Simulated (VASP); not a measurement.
Wanted: the native input for a VASP 6.6.1 run.

```yaml
Task: single point
Functional: r2SCAN
Potentials_or_basis: VASP PAW PBE potentials, release 64 (Ir)
Cutoff: 520 eV
k_mesh: 15 × 15 × 16
Occupations: gaussian, width 0.1 eV
Spin: no spin polarisation
Dipole_correction: no
Further_INCAR_settings: ALGO = Normal; EDIFF = 1e-06; NBANDS = 10; ISYM = 0
```

The system is Ir.

```
Ir
1.0
     2.78616    0.00000    0.00000
    -1.39308    2.41288    0.00000
     1.39308    0.80429    2.15474
Ir
1
Cartesian
  0.0000 0.0000 0.0000
```

These files were run (other wordings do the same):

POSCAR

```
Ir
1.0
    2.7861568206      0.0000000000      0.0000000000
   -1.3930784103      2.4128825855      0.0000000000
    1.3930784103      0.8042941952      2.1547414651
Ir
1
Direct
    0.0000000000      0.0000000000      0.0000000000
```

INCAR.step1

```
SYSTEM = Ir
ALGO = Normal ; EDIFF = 1E-4
ENCUT = 520 ; GGA = PE
ISMEAR = 0 ; ISYM = 0
LASPH = .True. ; LCHARG = .False.
LREAL = .False. ; LWAVE = .True.
NBANDS = 10 ; NELM = 80
PREC = Accurate ; SIGMA = 0.1
```

INCAR.step2

```
SYSTEM = Ir
ALGO = Normal ; EDIFF = 1E-6
ENCUT = 520 ; ISIF = 2
ISMEAR = 0 ; ISTART = 1
ISYM = 0 ; LASPH = .True.
LCHARG = .False. ; LMIXTAU = .True.
LREAL = .False. ; LWAVE = .False.
METAGGA = R2SCAN ; NBANDS = 10
NELM = 80 ; PREC = Accurate
SIGMA = 0.1
```

KPOINTS

```
k-points
0
Gamma
  15 15 16
  0 0 0
```

Potentials or basis: VASP PAW PBE potentials, release 64 (Ir).

Run with:

```console
$ cat potpaw_PBE.64/Ir/POTCAR > POTCAR
$ cp INCAR.step1 INCAR
$ mpirun -np 1 vasp_std > vasp.out
$ cp INCAR.step2 INCAR
$ mpirun -np 1 vasp_std > vasp.out
```

Results of the run:

The pressure is -3.3 GPa. The band gap on the k mesh is zero (an odd number of electrons rules out a gap without spin polarisation).

Caveat: the stress differs along the axes, from -13 to 15 GPa; the PAW data sets were made with another functional, which shifts forces and pressure a little; spin-orbit coupling is left out, which moves the levels of the heavy elements.

Wall time 16 min on 1 thread of Oxide Virtual Turin-like Processor (shared host), peak memory 0.35 GiB.
